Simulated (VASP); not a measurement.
Wanted: the native input for a VASP 6.6.1 run.

| Property | Result |
| --- | --- |
| Task | single point |
| Functional | PBE |
| Dispersion | D4 |
| Potentials or basis | VASP PAW PBE potentials, release 64 (Sn_d, Te) |
| Cutoff | 520 eV |
| k mesh | 6 × 6 × 6 |
| Occupations | gaussian, width 0.05 eV |
| Spin | no spin polarisation |
| Dipole correction | no |
| Further INCAR settings | ALGO = Normal; EDIFF = 1e-06; NBANDS = 17 |

The structure of SnTe lies in POSCAR:

```
SnTe
1.0
    0.0000000000      3.1311300102      3.1311300102
    3.1311300102      0.0000000000      3.1311300102
    3.1311300102      3.1311300102      0.0000000000
Sn Te
1 1
Direct
    0.5000000000      0.5000000000      0.5000000000
    0.0000000000      0.0000000000      0.0000000000
```

This cell differs from its parent crystal: volume scaled by 0.98.

These files were run (other wordings do the same):

INCAR

```
  PREC = Accurate
  ENCUT = 520
  EDIFF = 1E-6
  ISMEAR = 0
  SIGMA = 0.05
  LREAL = F
  LASPH = T
  NELM = 60
  ALGO = Normal
  ISIF = 2
  LWAVE = F
  LCHARG = T
  GGA = PE
  IVDW = 13
  LELF = T
  LVHAR = T
  NBANDS = 17
```

KPOINTS

```
Automatic mesh
0
Gamma
  6 6 6
```

Potentials or basis: VASP PAW PBE potentials, release 64 (Sn_d, Te).

The run is started by

```sh
$ cat potpaw_PBE.64/Sn_d/POTCAR potpaw_PBE.64/Te/POTCAR > POTCAR
$ mpirun -np 1 vasp_std > vasp.out
```

It gave:

```
Pressure                   : 0.9 GPa
Band gap on the k mesh     : 0.15 eV, direct
Dispersion energy per atom : -0.449 eV
```

Caveat: spin-orbit coupling is left out, which moves the levels of the heavy elements.

Run time: 20 s on 1 thread of AMD EPYC 9R45 (Zen 5) (shared host), peak memory 0.16 GiB.
